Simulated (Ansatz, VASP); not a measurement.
## Li in VASP and in Ansatz

```
CELL_PARAMETERS angstrom
3.99152 0.00000 0.00000
0.00000 3.99152 0.00000
0.00000 0.00000 3.99152
ATOMIC_POSITIONS crystal
Li 0.50000 0.00000 0.00000
Li 0.00000 0.50000 0.00000
Li 0.00000 0.00000 0.50000
```

Alike in both runs: task relaxation of cell and atoms; functional PBE; k mesh 4 × 4 × 4; occupations gaussian, width 0.1 eV; no spin polarisation.

```csv
,VASP,Ansatz
version,VASP 6.6.1,Ansatz 0.2.0
potentials or method,"VASP PAW PBE potentials, release 64 (Li_sv), cutoff 600 eV","scalar-relativistic, plane waves, PAW"
valence electrons in the cell,9,9
```

```tsv
	VASP	Ansatz	Ansatz less VASP
gap on the k mesh at the Fermi level, each at its own relaxed structure (eV)	none	none	-
relaxed volume (Å³/atom)	22.57	22.14	-0.436
relaxed cell length with the largest relative difference (Å)	4.076	4.050	-0.0264
```

A gap of «none» marks a metal or a gap that the smearing closes.

The k mesh is coarse, so the values compare programs but aren't converged. Noted on VASP's run: the cutoff is short for stress, so the pressure is rough.
